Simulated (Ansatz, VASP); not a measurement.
## One calculation of Rh, two programs

```
CELL_PARAMETERS angstrom
2.71199 0.00000 0.00000
-1.35599 2.34865 0.00000
0.00000 0.00000 19.89629
ATOMIC_POSITIONS crystal
Rh 0.00000 0.00000 0.00000
Rh 0.33333 0.66667 0.11055
Rh 0.00000 0.00000 0.22279
Rh 0.33333 0.66667 0.33333
Rh 0.66667 0.33333 0.44388
Rh 0.33333 0.66667 0.55612
Rh 0.66667 0.33333 0.66667
Rh 0.00000 0.00000 0.77721
Rh 0.66667 0.33333 0.88945
```

Alike in both runs: functional PBE; k mesh 18 × 18 × 3; occupations gaussian, width 0.1 eV; no spin polarisation.

Ansatz relaxed the structure, and its values are those at the end. VASP's run is a single point on that final structure, the one shown.

|  | VASP | Ansatz |
| --- | --- | --- |
| version | VASP 6.6.1 | Ansatz 0.2.0 |
| potentials or method | VASP PAW PBE potentials, release 64 (Rh_pv), cutoff 520 eV | scalar-relativistic, plane waves, PAW |
| valence electrons in the cell | 135 | 153 |

VASP gave:

```
gap on the k mesh at the Fermi level (eV) : none
pressure (GPa)                            : 0.1
rms of the force components (eV/Å)        : 0.006
```

Question: Which values does Ansatz return?

Answer: gap on the k mesh at the Fermi level (eV): none; pressure (GPa): 0.0; rms of the force components (eV/Å): 0.000.

A gap of «none» marks a metal or a gap that the smearing closes. VASP's potentials hold 135 valence electrons a cell and Ansatz's 153, so a difference there can come from the potentials and not from the codes.
